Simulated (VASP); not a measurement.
Runs of VASP 6.6.1 on GaN. The structure is that of space group F-43m (No. 216), or close to it. The cells are those of the table. 

```tsv
task	level	potentials or basis	cell	k mesh	cutoff (eV)	smearing	grid for exact exchange (PRECFOCK)	share of exact exchange	screening parameter	gap on the mesh (eV)	pressure (GPa)	relaxed volume (Å³/atom)
single point	BLYP+D3(BJ)	VASP PAW PBE potentials, release 64 (Ga_d, N_h)	a = 3.201 Å, angles 60.0°, 2 atoms	10 × 10 × 10	1330	fermi-dirac 0.05 eV	-	-	-	(b)	1.6	-
single point	PBE-based screened hybrid with 10 % exact exchange	VASP PAW PBE potentials, release 64 (Ga_d, N)	a = 3.187 Å, angles 60.0°, 2 atoms	6 × 6 × 6	520	fermi-dirac 0.05 eV	Normal	0.1	0.20787 1/Å	(c)	2.5	-
single point	PBE	VASP PAW PBE potentials, release 64 (Ga_d, N)	a = 3.187 Å, angles 60.0°, 2 atoms	10 × 10 × 10	520	gaussian 0.012 eV	-	-	-	1.72	5.1	-
relaxation of cell and atoms	PBEsol+D4	VASP PAW PBE potentials, release 64 (Ga_d, N)	relaxed from a = 3.187 Å, angles 60.0°, 2 atoms	10 × 10 × 10	600	fermi-dirac 0.05 eV	-	-	-	1.85	0.1	(d)
single point	PBEsol	VASP PAW PBE potentials, release 64 (Ga_d, N)	a = 3.181 Å, angles 60.0°, 2 atoms	10 × 10 × 10	520	fermi-dirac 0.05 eV	-	-	-	1.72	-0.2	-
relaxation of cell and atoms	PBEsol+D3(BJ)	VASP PAW PBE potentials, release 64 (Ga_d, N)	relaxed from a = 3.187 Å, angles 60.0°, 2 atoms	10 × 10 × 10	600	fermi-dirac 0.05 eV	-	-	-	1.84	0.0	11.16
single point	r2SCANh	VASP PAW PBE potentials, release 64 (Ga_d, N)	a = 3.249 Å, angles 60.0°, 2 atoms	5 × 5 × 5	520	fermi-dirac 0.05 eV	Normal	0.1	-	(a)	-11.7	-
relaxation of cell and atoms	RPBE+D3(BJ)	VASP PAW PBE potentials, release 64 (Ga_d, N)	relaxed from a = 3.187 Å, angles 60.0°, 2 atoms	10 × 10 × 10	600	fermi-dirac 0.05 eV	-	-	-	2.14	0.0	10.82
```

Alike in all rows: no spin polarisation.

Q: Fill in the values left out.

A: (a) 2.44; (b) 1.73; (c) 2.21; (d) 11.15.

Caveats: some runs use coarse meshes; the PAW data sets were made with another functional, which shifts forces and pressure a little (at least some runs); the cell stands under pressure (at least some runs); the dispersion term is far too large for a dense solid, which distorts pressure and volume (at least some runs).

A k mesh can miss the band edges, and the runs leave out spin-orbit coupling on Ga.
